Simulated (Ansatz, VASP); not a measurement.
GdN in VASP and in Ansatz

File INCAR:

```
SYSTEM = GdN
PREC = Accurate ; ENCUT = 520
EDIFF = 1E-7 ; ISMEAR = -1
SIGMA = 0.05 ; LREAL = .FALSE.
LASPH = .TRUE. ; NELM = 150
ALGO = Normal ; ISIF = 2
LWAVE = .FALSE. ; LCHARG = .FALSE.
ISPIN = 2 ; MAGMOM = 7 0
LORBIT = 11 ; LMAXMIX = 6
GGA = PE ; NBANDS = 22
```

The input KPOINTS:

```
Automatic mesh
0
G
  11 11 11
  0 0 0
```

Contents of POSCAR:

```
GdN
1.0
    0.0000000000      2.5404826939      2.5404826939
    2.5404826939      0.0000000000      2.5404826939
    2.5404826939      2.5404826939      0.0000000000
Gd N
1 1
Direct
    0.0000000000      0.0000000000      0.0000000000
    0.5000000000      0.5000000000      0.5000000000
```

Input for Ansatz:

```yaml
crystal:
  lattice:
    - [0.0, 2.5404826939, 2.5404826939]
    - [2.5404826939, 0.0, 2.5404826939]
    - [2.5404826939, 2.5404826939, 0.0]
  atoms:
    - { symbol: Gd, position: [0.0, 0.0, 0.0], spin: 7.0 }
    - { symbol: "N", position: [0.5, 0.5, 0.5] }
magnetization:
  spin_polarized: true
kpoints:
  mp_grid: { grid: [11, 11, 11] }
scf:
  occupations: { method: fermi_dirac, width: 0.05 }
hamiltonian:
  xc: pbe
  pseudopotentials: { kind: all_electron, lapw: { basis_error: 0.001 } }
output:
  forces: true
  stress: true
  eigenvalues: true
```

Change from the starting cell: volume scaled by 1.05.

Alike in both runs: task single point; functional PBE; k mesh 11 × 11 × 11; occupations fermi-dirac, width 0.05 eV; collinear spin.

```csv
,VASP,Ansatz
version,VASP 6.6.1,Ansatz 0.2.0
potentials or method,"VASP PAW PBE potentials, release 64 (Gd, N), cutoff 520 eV","all-electron LAPW, scalar-relativistic"
```

|  | VASP | Ansatz | Ansatz less VASP |
| --- | --- | --- | --- |
| pressure (GPa) | -7.5 | -7.5 | 0.00 |
| net moment per atom (μB) | 3.50 | 3.50 | 0.000 |
| size of the moment on the site where the two differ most (μB) | 6.80 | 6.99 | +0.187 |

Site moments also hang on the region over which each program counts them. Ansatz ran all-electron here, and VASP with PAW potentials.

Neither program's run includes spin-orbit coupling.
